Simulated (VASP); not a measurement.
# C (P6/mmm) in VASP: further runs, part 2 of 2

VASP 6.6.1. Earlier steps stand in the parts before.

## (5) Relaxation of shape and atoms at fixed volume, PBE

This run uses another cell than the first one, of 4.81 Å³/atom, 1.545 times its volume.

Input file INCAR:

```
SYSTEM = C
  PREC = Accurate
  ENCUT = 600
  EDIFF = 1E-6
  ISMEAR = -1
  SIGMA = 0.1
  LREAL = .False.
  LASPH = .True.
  NELM = 80
  ALGO = Normal
  ISIF = 4
  LWAVE = .False.
  LCHARG = .False.
  GGA = PE
  IBRION = 2
  NSW = 50
  EDIFFG = -0.005
```

Input file KPOINTS:

```
Automatic mesh
0
Gamma
  24 24 22
  0 0 0
```

Input file POSCAR:

```
C
1.0
    1.9334456797      0.0000000000      0.0000000000
   -0.9667228398      1.6744130755      0.0000000000
    0.0000000000      0.0000000000      1.4852051435
C
1
Direct
    0.0000000000      0.0000000000      0.0000000000
```

Potentials or basis: VASP PAW PBE potentials, release 64 (C).

Started as:

```sh
cat potpaw_PBE.64/C/POTCAR > POTCAR
mpirun -np 1 vasp_std > vasp.out
```

OUTCAR:

```text
SYSTEM = C
   PREC = Accurate
   ENCUT = 600
   EDIFF = 1E-6
   ISMEAR = -1
   LREAL = .False.
   LASPH = .True.
   NELM = 80
   ISIF = 4
   GGA = PE
   IBRION = 2
   NSW = 50
   EDIFFG = -0.005

 ion  position               nearest neighbor table
   1  0.000  0.000  0.000-

  LATTYP: Found a hexagonal cell.
 ALAT       =     1.9334456797
 C/A-ratio  =     0.7681649188

  Lattice vectors:

 A1 = (   1.9334456797,   0.0000000000,   0.0000000000)
 A2 = (  -0.9667228398,   1.6744130755,   0.0000000000)
 A3 = (   0.0000000000,   0.0000000000,   1.4852051435)

Analysis of symmetry for initial positions (statically):
=====================================================================
 Subroutine PRICEL returns:
 Original cell was already a primitive cell.

 Routine SETGRP: Setting up the symmetry group for a
 hexagonal supercell.

 Subroutine GETGRP returns: Found 24 space group operations
 (whereof 24 operations were pure point group operations)
 out of a pool of 24 trial point group operations.

The static configuration has the point symmetry D_6h.

Analysis of symmetry for dynamics (positions and initial velocities):
=====================================================================
 Subroutine PRICEL returns:
 Original cell was already a primitive cell.

 Routine SETGRP: Setting up the symmetry group for a
 hexagonal supercell.

 Subroutine GETGRP returns: Found 24 space group operations
 (whereof 24 operations were pure point group operations)
 out of a pool of 24 trial point group operations.

The dynamic configuration has the point symmetry D_6h.

 Subroutine INISYM returns: Found 24 space group operations
 (whereof 24 operations are pure point group operations),
 and found     1 'primitive' translations

----------------------------------------------------------------------------------------

                                     Primitive cell

  volume of cell :       4.8082

  direct lattice vectors                    reciprocal lattice vectors
     1.933445680  0.000000000  0.000000000     0.517211324  0.298612097  0.000000000
    -0.966722840  1.674413075  0.000000000     0.000000000  0.597224194  0.000000000
     0.000000000  0.000000000  1.485205143     0.000000000  0.000000000  0.673307660

  length of vectors
     1.933445680  1.933445680  1.485205143     0.597224194  0.597224194  0.673307660

  position of ions in fractional coordinates (direct lattice)
     0.000000000  0.000000000  0.000000000

  ion indices of the primitive-cell ions
   primitive index   ion index
                 1           1

----------------------------------------------------------------------------------------

 KPOINTS: Automatic mesh

Automatic generation of k-mesh.
 Grid dimensions read from file:
[... 25 lines left out ...]
  0.125000  0.000000  0.000000      6.000000
  0.166667  0.000000  0.000000      6.000000
  0.208333  0.000000  0.000000      6.000000
[... 16 lines left out ...]
  0.416667  0.041667  0.000000     12.000000
  0.458333  0.041667  0.000000     12.000000
 [... further k-points ...]
   k-points           NKPTS =    732   k-points in BZ     NKDIM =    732   number of bands    NBANDS=      6
   number of dos      NEDOS =    301   number of ions     NIONS =      1
   total plane-waves  NPLWV =   3072
   dimension x,y,z NGX =    16 NGY =   16 NGZ =   12
   dimension x,y,z NGXF=    32 NGYF=   32 NGZF=   24
   ions per type =               1
   NGX,Y,Z   is equivalent  to a cutoff of  13.76, 13.76, 13.43 a.u.
   NGXF,Y,Z  is equivalent  to a cutoff of  27.51, 27.51, 26.86 a.u.
 SYSTEM =  C
   PREC   = accura    normal or accurate (medium, high low for compatibility)
   ISTART =      0    job   : 0-new  1-cont  2-samecut
   ICHARG =      2    charge: 1-file 2-atom 10-const
   ISPIN  =      1    spin polarized calculation?
   LNONCOLLINEAR =      F non collinear calculations
   LSORBIT =      F    spin-orbit coupling
   LASPH  =      T    aspherical Exc in radial PAW
   ENCUT  =  600.0 eV  44.10 Ry    6.64 a.u.   3.86  3.86  2.97*2*pi/ulx,y,z
   NELM   =     80;   NELMIN=  2; NELMDL= -5     # of ELM steps
   EDIFF  = 0.1E-05   stopping-criterion for ELM
   LREAL  =      F    real-space projection
   EDIFFG = -.5E-02   stopping-criterion for IOM
   NSW    =     50    number of steps for IOM
   IBRION =      2    ionic relax: 0-MD 1-quasi-New 2-CG
   NFREE  =      1    steps in history (QN), initial steepest desc. (CG)
   ISIF   =      4    stress and relaxation
   ISYM   =      2    0-nonsym 1-usesym 2-fastsym
   POTIM  = 0.5000    time-step for ionic-motion
   TEBEG  =    0.0;   TEEND  =   0.0 temperature during run
   PSTRESS=    0.0 pullay stress
   NELECT =       4.0000    total number of electrons
   NUPDOWN=      -1.0000    fix difference up-down
   EMIN   =  10.00;   EMAX   =-10.00  energy-range for DOS
   EFERMI =   0.00;   METHOD = LEGACY
   ISMEAR =    -1;   SIGMA  =   0.10  broadening in eV -4-tet -1-fermi 0-gaus
   EFERMI_NEDOS =   21; number of points for ismear=-14 and -15
   IALGO  =     38    algorithm
   IMIX   =      4    mixing-type and parameters
     AMIX     =   0.40;   BMIX     =  1.00
     AMIX_MAG =   1.60;   BMIX_MAG =  1.00
  volume/ion in A,a.u.               =       4.81        32.45
  Fermi-wavevector in a.u.,A,eV,Ry     =   1.539694  2.909600 32.254765  2.370658
  Thomas-Fermi vector in A             =   2.645886
   LORBIT       =      0    0 simple, 1 ext, 2 COOP (PROOUT), +10 PAW based schemes
   GGA     = PE    functional components
   LHFCALC =     F    Hartree Fock is set to
   AEXX    =    0.0000 exact exchange contribution
   IVDW    =     0    specifies the selected vdW correction
   LEPSILON=     F    determine dielectric tensor
   LRPA    =     F    only Hartree local field effects (RPA)
 conjugate gradient relaxation of ions
 non-spin polarized calculation
  energy-cutoff  :      600.00
  volume of cell :        4.81
 maximum number of plane-waves:       170
 NGX is ok and might be reduce to    16
   NGX =  7   NGY =  7   NGZ =  5

--------------------------------------- Ionic step        1  -------------------------------------------

 number of electron       4.0000001 magnetization

 Free energy of the ion-electron system (eV)
  ---------------------------------------------------
  ext. energy  EPLUGINS =         0.00000000
  ---------------------------------------------------
  free energy    TOTEN  =        -6.09267015 eV

  energy without entropy =       -6.08608875  energy(sigma->0) =       -6.08937945

------------------------ aborting loop because EDIFF is reached ----------------------------------------

  FORCE on cell =-STRESS in cart. coord.  units (eV):
  Direction    XX          YY          ZZ          XY          YZ          ZX
  --------------------------------------------------------------------------------------
  -------------------------------------------------------------------------------------
  Total        1.7844939      1.7844939      3.8642487      0.0000000     -0.0000000      0.0000000
  in kB      594.6269856    594.6269856   1287.6404869      0.0000000     -0.0000000      0.0000000
  external PRESSURE =     825.6314860 kB  Pullay stress =       0.0000000 kB
[... 127 lines left out ...]
--------------------------------------- Ionic step        5  -------------------------------------------

 number of electron       4.0000000 magnetization

 Free energy of the ion-electron system (eV)
  ---------------------------------------------------
  ext. energy  EPLUGINS =         0.00000000
  ---------------------------------------------------
  free energy    TOTEN  =        -6.14417444 eV

  energy without entropy =       -6.13977668  energy(sigma->0) =       -6.14197556

 E-fermi :  13.4165     XC(G=0): -14.6426

 val. band max:       13.4126244971   @ k =   0.2500   0.2083   0.2273
 cond. band min:      13.4877288173   @ k =   0.4167   0.1250   0.0000
 fundamental gap:      0.0751043203
 Fermi energy:        13.4165244716

 k-point     1 :       0.0000    0.0000    0.0000
  band No.  band energies     occupation
      1     -11.1066      2.00000
      2      22.0885      0.00000
      3      22.0886      0.00000
      4      30.6366      0.00000
      5      42.8589      0.00000
      6      45.7969      0.00000
[... 199 lines left out ...]
 k-point    24 :       0.4583    0.0417    0.0000
  band No.  band energies     occupation
      1      -0.6682      2.00000
      2       1.2675      2.00000
      3      16.3413      0.00000
      4      32.9411      0.00000
      5      33.6790      0.00000
      6      54.2564      0.00000

 [... further k-points ...]

------------------------ aborting loop because EDIFF is reached ----------------------------------------

  FORCE on cell =-STRESS in cart. coord.  units (eV):
  Direction    XX          YY          ZZ          XY          YZ          ZX
  --------------------------------------------------------------------------------------
  -------------------------------------------------------------------------------------
  Total        2.0223099      2.0223099      2.0216674      0.0000000      0.0000000      0.0000000
  in kB      673.8717691    673.8717691    673.6576869      0.0000000      0.0000000      0.0000000
  external PRESSURE =     673.8004084 kB  Pullay stress =       0.0000000 kB
[... 16 lines left out ...]
  FREE ENERGIE OF THE ION-ELECTRON SYSTEM (eV)
  ---------------------------------------------------
  free  energy   TOTEN  =        -6.1441744395 eV

  energy  without entropy=       -6.1397766808  energy(sigma->0) =       -6.14197556

 reached required accuracy - stopping structural energy minimisation
```

OSZICAR:

```text
N       E                     dE             d eps       ncg     rms          rms(c)
DAV:   1    -0.248596525484E+01   -0.24860E+01   -0.30067E+03  9684   0.763E+02
DAV:   2    -0.618493851303E+01   -0.36990E+01   -0.33537E+01 11250   0.548E+01
DAV:   3    -0.619932552753E+01   -0.14387E-01   -0.14379E-01  9636   0.382E+00
[... 29 lines left out ...]
       N       E                     dE             d eps       ncg     rms          rms(c)
DAV:   1    -0.614418613321E+01   -0.42387E-04   -0.11105E-03 10080   0.310E-01    0.222E-02
DAV:   2    -0.614417838306E+01    0.77502E-05   -0.11138E-05  9528   0.401E-02    0.125E-02
DAV:   3    -0.614417444163E+01    0.39414E-05   -0.62629E-06  9522   0.220E-02    0.816E-04
DAV:   4    -0.614417443954E+01    0.20881E-08   -0.13308E-07  4482   0.469E-03
   5 F= -.61441744E+01 E0= -.61419756E+01  d E =-.515043E-01
```

Run time: 16 s. Hardware: 1 thread of Intel Xeon 6975P-C (Granite Rapids), shared host; peak memory 0.12 GiB.

Results:

| Property | Result |
| --- | --- |
| Free energy | -6.1442 eV |
| Energy gained by relaxing | 51.5 meV/atom |
| Ionic steps | 5 |
| Pressure after relaxing | 67.4 GPa |
| Band gap on the k mesh | zero (band 2 reaches 22.86 eV, above the bottom of band 3 at 4.09 eV) |

Step by step:
```csv
step,energy change (eV),largest force (eV/Å),pressure (GPa),volume (Å³)
1,0.0000,0.0000,82.56,4.81
2,-0.0187,0.0000,59.74,4.81
3,-0.0514,0.0000,66.91,4.81
4,-0.0515,0.0000,67.64,4.81
5,-0.0515,0.0000,67.38,4.81
```

Final structure:
```
CELL_PARAMETERS angstrom
1.89694 0.00000 0.00000
-0.94847 1.64280 0.00000
0.00000 0.00000 1.54291
ATOMIC_POSITIONS crystal
C 0.00000 0.00000 0.00000
```

## (6) Relaxation of shape and atoms at fixed volume, PBE

This run uses another cell than the first one, of 5.37 Å³/atom, 1.727 times its volume.

Input file INCAR:

```
SYSTEM = C
ALGO     = Normal         ! electronic algorithm
EDIFF    = 1E-6           ! SCF threshold, eV
EDIFFG   = -0.005         ! ionic threshold
ENCUT    = 600            ! plane-wave cutoff, eV
GGA      = PE             ! functional
IBRION   = 2              ! ionic algorithm
ISIF     = 4              ! what is computed and relaxed
ISMEAR   = -1             ! smearing method
LASPH    = .True.         ! aspherical terms in the spheres
LCHARG   = .False.        ! write CHGCAR
LREAL    = .False.        ! projectors in reciprocal space
LWAVE    = .False.        ! write WAVECAR
NELM     = 80             ! most SCF steps
NSW      = 50             ! ionic steps
PREC     = Accurate       ! precision mode
SIGMA    = 0.1            ! smearing width, eV
```

Input file KPOINTS:

```
k-points
0
Gamma
  24 24 22
  0 0 0
```

Input file POSCAR:

```
C
1.0
    2.0064739926      0.0000000000      0.0000000000
   -1.0032369963      1.7376574497      0.0000000000
    0.0000000000      0.0000000000      1.5413029316
C
1
Direct
    0.0000000000      0.0000000000      0.0000000000
```

Potentials or basis: VASP PAW PBE potentials, release 64 (C).

Started as:

```sh
cat potpaw_PBE.64/C/POTCAR > POTCAR
mpirun -np 1 vasp_std > vasp.out
```

Wall time 17 s (1 thread of Intel Xeon 6975P-C (Granite Rapids), shared host); peak memory 0.12 GiB.

It converged, with:

| Item | Value |
| --- | --- |
| Free energy | -6.2801 eV |
| Energy gained by relaxing | 11.7 meV/atom |
| Ionic steps | 5 |
| Pressure after relaxing | 12.9 GPa |
| Band gap on the k mesh | zero (band 2 reaches 19.65 eV, above the bottom of band 3 at 3.20 eV) |

Stress tensor (GPa, compression positive):
```
13.00  0.00  0.00
 0.00 13.00  0.00
 0.00  0.00 12.82
```

The path:
```tsv
step	energy change (eV)	largest force (eV/Å)	pressure (GPa)	volume (Å³)
1	0.0000	0.0000	20.81	5.37
2	-0.0100	0.0000	14.96	5.37
3	0.0132	0.0000	6.97	5.37
4	-0.0117	0.0000	13.09	5.37
5	-0.0117	0.0000	12.94	5.37
```

Final structure:
```yaml
crystal:
  lattice:
    - [1.98119, 0.00000, 0.00000]
    - [-0.99060, 1.71576, 0.00000]
    - [0.00000, 0.00000, 1.58089]
  atoms:
    - { symbol: C, position: [0.00000, 0.00000, 0.00000] }
```

Levels at points of the mesh, in eV from the Fermi level:
```csv
k point,band 1,band 2,band 3,band 4,band 5
"(0.00, 0.00, 0.00)",-22.71,7.42,7.42,16.51,27.14
"(0.50, 0.00, 0.00)",-12.58,-12.05,2.83,17.72,18.94
"(0.00, 0.00, 0.50)",-12.31,-9.15,12.85,12.85,29.24
"(0.50, 0.00, 0.50)",-6.68,-2.79,1.95,9.32,10.24
```

## (7) Overview

| cell | gap on the mesh (eV) | pressure (GPa) |
| --- | --- | --- |
| relaxed from a = 1.672, b = 1.672, c = 1.285 Å, angles 90.0, 90.0, 120.0°, 1 atom | none | 596.3 |
| relaxed from a = 1.768, b = 1.768, c = 1.358 Å, angles 90.0, 90.0, 120.0°, 1 atom | none | 310.4 |
| relaxed from a = 1.854, b = 1.854, c = 1.425 Å, angles 90.0, 90.0, 120.0°, 1 atom | none | 159.1 |
| relaxed from a = 1.933, b = 1.933, c = 1.485 Å, angles 90.0, 90.0, 120.0°, 1 atom | none | 67.4 |
| relaxed from a = 2.006, b = 2.006, c = 1.541 Å, angles 90.0, 90.0, 120.0°, 1 atom | none | 12.9 |

Alike in all rows: task relaxation of shape and atoms at fixed volume; level PBE; potentials or basis VASP PAW PBE potentials, release 64 (C); no spin polarisation; k mesh 24 × 24 × 22; cutoff (eV) 600; smearing fermi-dirac 0.1 eV.

Absolute energies hang on the potentials; compare differences alone.
